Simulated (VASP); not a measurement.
**Pt: single point with r2SCAN**

Crystal: Pt.

```
Pt
1.0
     0.00000    1.97153    1.97153
     1.97153    0.00000    1.97153
     1.97153    1.97153    0.00000
Pt
1
Direct
  0.00000 0.00000 0.00000
```

| Item | Value |
| --- | --- |
| Program | VASP 6.6.1 |
| Task | single point |
| Functional | r2SCAN |
| Potentials or basis | VASP PAW PBE potentials, release 64 (Pt) |
| Cutoff | 520 eV |
| k mesh | 10 × 10 × 10 |
| Occupations | fermi-dirac, width 0.1 eV |
| Spin | no spin polarisation |

```json
{
 "Pressure": "0.7 GPa",
 "Band gap on the k mesh": "zero (band 5 reaches 11.22 eV, above the bottom of band 6 at 8.93 eV)"
}
```

Levels at points of the mesh, in eV from the Fermi level:
```
           k point  band 1  band 2  band 3  band 4  band 5  band 6  band 7  band 8  band 9  band 10
(0.00, 0.00, 0.00)  -10.34   -3.84   -3.84   -3.84   -1.73   -1.73   15.50   20.57   20.57    20.57
(0.50, 0.00, 0.00)   -7.43   -3.93   -3.93   -0.26    0.00    0.00    6.01   15.14   19.82    19.82
(0.50, 0.50, 0.00)   -7.14   -6.71   -0.08    0.48    0.48    1.95    9.14   11.95   11.95    21.05
```

It took 15 s on 1 thread of Intel(R) Xeon(R) 6975P-C (Granite Rapids), with other jobs on the host, peak memory 0.14 GiB.

Caveat: the PAW data sets were made with another functional, which shifts forces and pressure a little; spin-orbit coupling is left out, which moves the levels of the heavy elements.
